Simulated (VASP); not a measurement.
Set up this calculation in VASP 6.6.1, as the native input.

```
Task                               : single point
Functional                         : r2SCAN-based global hybrid with 15 % exact exchange
Potentials or basis                : VASP PAW PBE potentials, release 64 (Pt, S)
Cutoff                             : 520 eV
k mesh                             : 5 × 5 × 3
Occupations                        : fermi-dirac, width 0.05 eV
Spin                               : no spin polarisation
Dipole correction                  : no
Grid for exact exchange (PRECFOCK) : Normal
Share of exact exchange            : 0.15
Further INCAR settings             : ALGO = Normal; EDIFF = 1e-07; NBANDS = 18
```

The system is PtS2.

```
CELL_PARAMETERS angstrom
3.54320 0.00000 0.00000
-1.77160 3.06850 0.00000
0.00000 0.00000 5.03880
ATOMIC_POSITIONS crystal
Pt 0.00000 0.00000 0.00000
S 0.66667 0.33333 0.77300
S 0.33333 0.66667 0.22700
```

The input as run:

POSCAR

```
PtS2
1.0
    3.5432000000      0.0000000000      0.0000000000
   -1.7716000000      3.0685012107      0.0000000000
    0.0000000000      0.0000000000      5.0388000000
Pt S
1 2
Direct
    0.0000000000      0.0000000000      0.0000000000
    0.6666666667      0.3333333333      0.7730000000
    0.3333333333      0.6666666667      0.2270000000
```

INCAR.step1

```
SYSTEM = PtS2
  PREC = Accurate
  ENCUT = 520
  EDIFF = 1E-5
  ISMEAR = -1
  SIGMA = 0.05
  LREAL = .FALSE.
  LASPH = .TRUE.
  NELM = 80
  ALGO = Normal
  ISIF = 2
  LWAVE = .TRUE.
  LCHARG = .FALSE.
  GGA = PE
  NBANDS = 18
```

INCAR.step2

```
SYSTEM = PtS2
  PREC = Accurate
  ENCUT = 520
  EDIFF = 1E-7
  ISMEAR = -1
  SIGMA = 0.05
  LREAL = .FALSE.
  LASPH = .TRUE.
  NELM = 80
  ALGO = Normal
  ISIF = 2
  LWAVE = .FALSE.
  LCHARG = .FALSE.
  METAGGA = R2SCAN
  LHFCALC = .TRUE.
  AEXX = 0.15
  LMIXTAU = .TRUE.
  PRECFOCK = Normal
  ISTART = 1
  NBANDS = 18
```

KPOINTS

```
Automatic mesh
0
G
  5 5 3
  0 0 0
```

Potentials or basis: VASP PAW PBE potentials, release 64 (Pt, S).

Launch:

```console
$ cat potpaw_PBE.64/Pt/POTCAR potpaw_PBE.64/S/POTCAR > POTCAR
$ cp INCAR.step1 INCAR
$ mpirun -np 1 vasp_std > vasp.out
$ cp INCAR.step2 INCAR
$ mpirun -np 1 vasp_std > vasp.out
```

Results of the run:

* Pressure: 6.9 GPa
* Largest force: 1.026 eV/Å
* Band gap on the k mesh: 2.19 eV (least direct gap 2.42 eV)

Caveat: the cell stands under pressure; the PAW data sets were made with another functional, which shifts forces and pressure a little; spin-orbit coupling is left out, which moves the levels of the heavy elements; an odd mesh through Γ misses points on the zone boundary, where band edges can lie.

It took 21 min on 1 thread of Intel(R) Xeon(R) Platinum 8259CL CPU @ 2.50GHz (Skylake/Cascade Lake), on a shared host, peak memory 0.2 GiB.
